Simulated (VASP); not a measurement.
Na2Pd:

```
CELL_PARAMETERS angstrom
3.55101 0.00000 0.00000
-1.77550 3.07526 0.00000
0.00000 0.00000 8.27611
ATOMIC_POSITIONS crystal
Na 0.33333 0.66667 0.81312
Na 0.66667 0.33333 0.18688
Pd 0.00000 0.00000 0.50000
```

The cell was built from a structure type or drawn by symmetry, and may not be a known phase.

```yaml
Program: VASP 6.6.1
Task: relaxation of cell and atoms
Functional: PBE
Potentials_or_basis: VASP PAW PBE potentials, release 64 (Na_pv, Pd)
Cutoff: 600 eV
k_mesh: 6 × 6 × 2
Occupations: gaussian, width 0.1 eV
Spin: no spin polarisation
```

At the start: pressure -4.4 GPa; volume 30.13 Å³/atom.

Where does the relaxation end?

Over 12 steps the energy falls by 214.5 meV/atom and the volume is 22.71 Å³/atom (-24.6 %); space group P-3m1 (No. 164, to 0.1 Å) before and after.

Step by step:
```csv
step,energy change (eV),largest force (eV/Å),pressure (GPa),volume (Å³)
1,0.0000,0.7000,-4.39,90.38
2,-0.3108,0.6297,-3.65,79.99
3,-0.5501,0.3674,-0.58,67.31
4,-0.5554,0.2437,0.99,64.08
5,-0.5574,0.2879,0.43,65.13
6,-0.5943,0.2331,0.55,64.88
7,-0.6229,0.1193,0.96,64.25
8,-0.6332,0.1454,0.04,66.42
9,-0.6341,0.1571,-0.33,67.38
10,-0.6408,0.0991,-0.21,67.74
11,-0.6434,0.0251,-0.06,68.14
12,-0.6434,0.0299,-0.05,68.12
```

Final structure:
```
Na Pd
1.0
     3.14028    0.00000    0.00000
    -1.57014    2.71956    0.00000
     0.00000    0.00000    7.97620
Na Pd
2 1
Cartesian
  0.0000 1.8130 6.2589
  1.5701 0.9065 1.7173
  0.0000 0.0000 3.9881
```

Caveat: the k points lie up to 0.39 Å⁻¹ apart in the final cell, too coarse for converged energies and pressures of a metal; the volume moved by over 15 % at a fixed basis, so the end points are rough.
